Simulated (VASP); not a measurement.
# In: single point with PBE

In:

```
CELL_PARAMETERS angstrom
-1.69421 1.69421 2.25093
1.69421 -1.69421 2.25093
1.69421 1.69421 -2.25093
ATOMIC_POSITIONS crystal
In 0.00000 0.00000 0.00000
```

```json
{
  "Program": "VASP 6.6.1",
  "Task": "single point",
  "Functional": "PBE",
  "Potentials or basis": "VASP PAW PBE potentials, release 64 (In_d)",
  "Cutoff": "520 eV",
  "k mesh": "20 × 20 × 20",
  "Occupations": "gaussian, width 0.15 eV",
  "Spin": "no spin polarisation"
}
```

| Quantity | Value |
| --- | --- |
| Pressure | 2.4 GPa |
| Band gap on the k mesh | zero (an odd number of electrons rules out a gap without spin polarisation) |

Levels at points of the mesh, in eV from the Fermi level:
```
           k point  band 4  band 5  band 6  band 7  band 8  band 9
(0.00, 0.00, 0.00)  -14.53  -14.45   -9.65   10.58   10.75   10.75
(0.50, 0.00, 0.00)  -14.35  -14.31   -4.33   -3.45    7.91    8.82
(0.50, 0.50, 0.00)  -14.32  -14.26   -2.48   -2.44    4.20    4.53
(0.50, 0.50, 0.50)  -14.28  -14.28   -1.81   -1.34    3.48    3.48
```

It took 51 s on 1 thread of Intel(R) Xeon(R) 6975P-C (Granite Rapids), on a shared host, peak memory 0.29 GiB.

Caveat: spin-orbit coupling is left out, which moves the levels of the heavy elements.
